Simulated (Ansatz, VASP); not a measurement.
**SnSe: VASP beside Ansatz**

File INCAR:

```
  PREC = Accurate
  ENCUT = 600
  EDIFF = 1E-6
  ISMEAR = 0
  SIGMA = 0.01
  LREAL = F
  LASPH = T
  NELM = 100
  ALGO = Normal
  ISIF = 3
  LWAVE = F
  LCHARG = F
  GGA = PS
  IBRION = 2
  NSW = 80
  EDIFFG = -0.001
```

KPOINTS

```
Automatic mesh
0
Gamma
  8 8 8
```

File POSCAR:

```
SnSe
1.0
    0.0000000000      2.9727546667      2.9727546667
    2.9727546667      0.0000000000      2.9727546667
    2.9727546667      2.9727546667      0.0000000000
Sn Se
1 1
Direct
    0.0000000000      0.0000000000      0.0000000000
    0.5000000000      0.5000000000      0.5000000000
```

Input for Ansatz:

```yaml
crystal:
  lattice:
    - [0.0, 2.9727546659, 2.9727546659]
    - [2.9727546659, 0.0, 2.9727546659]
    - [2.9727546659, 2.9727546659, 0.0]
  atoms:
    - { symbol: Sn, position: [0.0, 0.0, 0.0] }
    - { symbol: Se, position: [0.5, 0.5, 0.5] }
basis:
  ecutwfc: 420
kpoints:
  mp_grid: { grid: [8, 8, 8] }
hamiltonian:
  xc: pbesol
scf:
  occupations: { method: fixed }
output:
  forces: true
  stress: true
  eigenvalues: true
  write_density: true
  write_potential: true
  elf: true
  volumetric_format: npy
relax:
  adjacent_minimum: "off"
  f_tol: 0.001
  max_steps: 60
  cell: { stress_tol: 0.01 }
```

Alike in both runs: task relaxation of cell and atoms; functional PBEsol; k mesh 8 × 8 × 8; no spin polarisation.

|  | VASP | Ansatz |
| --- | --- | --- |
| version | VASP 6.6.1 | Ansatz 0.2.0 |
| potentials or method | VASP PAW PBE potentials, release 64 (Sn_d, Se), cutoff 600 eV | scalar-relativistic, plane waves, PAW |
| occupations | gaussian, width 0.01 eV | fixed |
| valence electrons in the cell | 20 | 30 |

|  | VASP | Ansatz | Ansatz less VASP |
| --- | --- | --- | --- |
| gap on the k mesh at the Fermi level, each at its own relaxed structure (eV) | 0.75 | 0.75 | 0.000 |
| relaxed volume (Å³/atom) | 26.29 | 26.27 | -0.021 |
| relaxed cell length with the largest relative difference (Å) | 4.205 | 4.204 | -0.0011 |

VASP's potentials were made for PBE, not for PBEsol. VASP's potentials hold 20 valence electrons a cell and Ansatz's 30, so a difference there can come from the potentials and not from the codes.
